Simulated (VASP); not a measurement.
Here is a VASP 6.6.1 calculation.

INCAR

```
PREC = Accurate
ENCUT = 520
EDIFF = 1E-6
ISMEAR = -1
SIGMA = 0.1
LREAL = F
LASPH = T
NELM = 100
ALGO = Normal
ISIF = 2
LWAVE = F
LCHARG = T
GGA = PE
LELF = T
LVHAR = T
NBANDS = 12
```

Contents of KPOINTS:

```
regular mesh
0
Gamma
  16 16 16
```

The input POSCAR:

```
As
1.0
    1.9768977284      1.1413624357      3.7470712492
   -1.9768977284      1.1413624357      3.7470712492
    0.0000000000     -2.2827248713      3.7470712492
As
2
Direct
    0.7737100447      0.7737100447      0.7737100447
    0.2262899553      0.2262899553      0.2262899553
```

Potentials or basis: VASP PAW PBE potentials, release 64 (As).

Command:

```sh
$ cat potpaw_PBE.64/As/POTCAR > POTCAR
$ mpirun -np 1 vasp_std > vasp.out
```

**Question.** What does it give for the band gap on the k mesh?

**Answer.** Zero (band 5 reaches 3.91 eV, above the bottom of band 6 at 3.54 eV).

**Question.** Predict the largest force.

**Answer.** 0.613 eV/Å.

**Question.** What does it give for the pressure?

**Answer.** -5.9 GPa.

Forces on the atoms (eV/Å):
```
As   0.000  0.000  0.613
As   0.000  0.000 -0.613
```
